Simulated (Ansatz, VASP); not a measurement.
## One calculation of SiC, two programs

File INCAR:

```
SYSTEM = SiC
ALGO = Normal
EDIFF = 1E-6
ENCUT = 520
GGA = PE
ISIF = 2
ISMEAR = -1
LASPH = .TRUE.
LCHARG = .FALSE.
LREAL = .FALSE.
LWAVE = .FALSE.
NBANDS = 11
NELM = 100
PREC = Accurate
SIGMA = 0.02
```

Contents of KPOINTS:

```
k-points
0
G
  10 10 10
  0 0 0
```

Contents of POSCAR:

```
SiC
1.0
    0.0453034889      2.1780523503      2.1780523503
    2.1780523503      0.0453034889      2.1780523503
    2.2233558391      2.2233558391     -0.0000000001
Si C
1 1
Direct
    0.0018508163      0.0018508163     -0.0018508163
    0.2481491837      0.2481491837      0.2518508163
```

Input for Ansatz:

```yaml
crystal:
  lattice:
    - [0.0453034889, 2.1780523503, 2.1780523503]
    - [2.1780523503, 0.0453034889, 2.1780523503]
    - [2.2233558391, 2.2233558391, -1.0e-10]
  atoms:
    - { symbol: Si, position: [0.0018508163, 0.0018508163, -0.0018508163] }
    - { symbol: C, position: [0.2481491837, 0.2481491837, 0.2518508163] }
kpoints:
  mp_grid: { grid: [10, 10, 10] }
  band_path:
    path:
      - [0.0, 0.0, 0.0]
      - [-0.5, -0.5, 0.0]
      - [-0.375, -0.375, 0.25]
      - [-0.375, 0.0, 0.375]
      - [0.0, 0.0, 0.5]
      - [-0.5, -0.25, 0.25]
    npoints: 1
hamiltonian:
  xc: pbe
scf:
  occupations: { method: fermi_dirac, width: 0.02 }
  n_extra_bands: 4
output:
  forces: true
  stress: true
  eigenvalues: true
```

Change from the starting cell: shear_xy strain +4.2%.

Alike in both runs: task single point; functional PBE; k mesh 10 × 10 × 10; occupations fermi-dirac, width 0.02 eV; no spin polarisation.

|  | VASP | Ansatz |
| --- | --- | --- |
| version | VASP 6.6.1 | Ansatz 0.2.0 |
| potentials or method | VASP PAW PBE potentials, release 64 (Si, C) | plane waves, PAW |
| plane-wave cutoff (eV) | 520 | 420 |
| valence electrons in the cell | 8 | 8 |

```csv
,VASP,Ansatz,Ansatz less VASP
gap on the k mesh at the Fermi level (eV),1.07,1.07,+0.004
pressure (GPa),3.8,3.8,+0.05
"traceless stress, the component that is largest in VASP (GPa)",-10.43,-10.38,+0.047
rms of the force components (eV/Å),0.023,0.023,+0.0002
```

Atom by atom the forces differ by 0.000 eV/Å (rms over components).
